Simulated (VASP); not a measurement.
A run of VASP 6.6.1 is set up as follows.

Contents of INCAR:

```
PREC     = Accurate       # precision mode
ENCUT    = 600            # plane-wave cutoff, eV
EDIFF    = 1E-6           # SCF threshold, eV
ISMEAR   = 0              # smearing method
SIGMA    = 0.1            # smearing width, eV
LREAL    = False          # projectors in reciprocal space
LASPH    = True           # aspherical terms in the spheres
NELM     = 60             # most SCF steps
ALGO     = Fast           # electronic algorithm
ISIF     = 3              # what is computed and relaxed
LWAVE    = False          # write WAVECAR
LCHARG   = False          # write CHGCAR
GGA      = PE             # functional
IBRION   = 2              # ionic algorithm
NSW      = 100            # ionic steps
EDIFFG   = -0.01          # ionic threshold
```

KPOINTS

```
Automatic mesh
0
Gamma
  8 8 8
```

POSCAR

```
In4Sb
1.0
   -3.4877459586      3.4877459586      3.4877459586
    3.4877459586     -3.4877459586      3.4877459586
    3.4877459586      3.4877459586     -3.4877459586
In Sb
4 1
Direct
    0.5000000000      0.5000000000      0.5000000000
    0.5000000000      0.0000000000      0.0000000000
    0.0000000000      0.0000000000      0.5000000000
    0.0000000000      0.5000000000      0.0000000000
    0.0000000000      0.0000000000      0.0000000000
```

Potentials or basis: VASP PAW PBE potentials, release 64 (In_d, Sb).

Launch:

```bash
$ cat potpaw_PBE.64/In_d/POTCAR potpaw_PBE.64/Sb/POTCAR > POTCAR
$ mpirun -np 1 vasp_std > vasp.out
```

Problem. Predict the band gap on the k mesh.

Solution. Zero (an odd number of electrons rules out a gap without spin polarisation).

Problem. Predict the relaxed cell.

Solution. a = 6.139 Å, b = 6.139 Å, c = 6.139 Å, α = 109.47°, β = 109.47°, γ = 109.47°.

Step by step:
```tsv
step	energy change (eV)	largest force (eV/Å)	pressure (GPa)	volume (Å³)
1	0.0000	0.0000	1.30	169.70
2	-0.0313	0.0000	0.21	176.53
3	-0.0325	0.0000	0.02	178.06
```

Caveat: spin-orbit coupling is left out, which moves the levels of the heavy elements.
